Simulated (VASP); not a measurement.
Input of a VASP 6.6.1 run:

Contents of INCAR:

```
  ALGO = Normal
  EDIFF = 1E-6
  ENCUT = 520
  GGA = PE
  ISIF = 2
  ISMEAR = 0
  LASPH = True
  LCHARG = False
  LREAL = False
  LWAVE = False
  NBANDS = 12
  NELM = 80
  PREC = Accurate
  SIGMA = 0.01
```

File KPOINTS:

```
k-points
0
Gamma
  6 6 6
```

Contents of POSCAR:

```
LiCl
1.0
    0.0000000000      2.5560369889      2.5560369889
    2.5560369889      0.0000000000      2.5560369889
    2.5560369889      2.5560369889      0.0000000000
Li Cl
1 1
Direct
    0.0000000000      0.0000000000      0.0000000000
    0.5000000000      0.5000000000      0.5000000000
```

Potentials or basis: VASP PAW PBE potentials, release 64 (Li_sv, Cl).

The run is started by

```bash
$ cat potpaw_PBE.64/Li_sv/POTCAR potpaw_PBE.64/Cl/POTCAR > POTCAR
$ mpirun -np 1 vasp_std > vasp.out
```

(1) Predict the band gap on the k mesh.

## Answers

(1) 6.40 eV.
